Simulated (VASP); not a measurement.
The system is Zn.

```xyz
2
Lattice="2.6700 0.0000 0.0000 -1.3350 2.3123 0.0000 0.0000 0.0000 4.9660" Properties=species:S:1:pos:R:3 pbc="T T T"
Zn    0.0000    1.5415    1.2415
Zn    1.3350    0.7708    3.7245
```

- Program: VASP 6.6.1
- Task: relaxation of volume and atoms at fixed shape
- Functional: PBEsol
- Potentials or basis: VASP PAW PBE potentials, release 64 (Zn)
- Cutoff: 600 eV
- k mesh: 11 × 11 × 5
- Occupations: fermi-dirac, width 0.1 eV
- Spin: no spin polarisation

At the start: pressure -5.4 GPa; volume 15.33 Å³/atom.

Q: How do energy, volume and symmetry change on relaxing?

A: Over 3 steps the energy falls by 18.9 meV/atom and the volume is 14.28 Å³/atom (-6.8 %); space group P6_3/mmc (No. 194, to 0.05 Å).

Step by step:
| step | energy change (eV) | largest force (eV/Å) | pressure (GPa) | volume (Å³) |
| --- | --- | --- | --- | --- |
| 1 | 0.0000 | 0.0000 | -5.36 | 30.66 |
| 2 | -0.0377 | 0.0000 | 0.39 | 28.44 |
| 3 | -0.0378 | 0.0000 | 0.03 | 28.56 |

Final structure:
```cif
data_structure
_symmetry_space_group_name_H-M 'P 1'
_symmetry_Int_Tables_number 1
_cell_length_a 2.6076
_cell_length_b 2.6076
_cell_length_c 4.8500
_cell_angle_alpha 90.000
_cell_angle_beta 90.000
_cell_angle_gamma 120.000
_cell_volume 28.56
loop_
_atom_site_label
_atom_site_type_symbol
_atom_site_fract_x
_atom_site_fract_y
_atom_site_fract_z
_atom_site_occupancy
Zn1 Zn 0.33333 0.66667 0.25000 1
Zn2 Zn 0.66667 0.33333 0.75000 1
```

Caveat: the PAW data sets were made with another functional, which shifts forces and pressure a little.
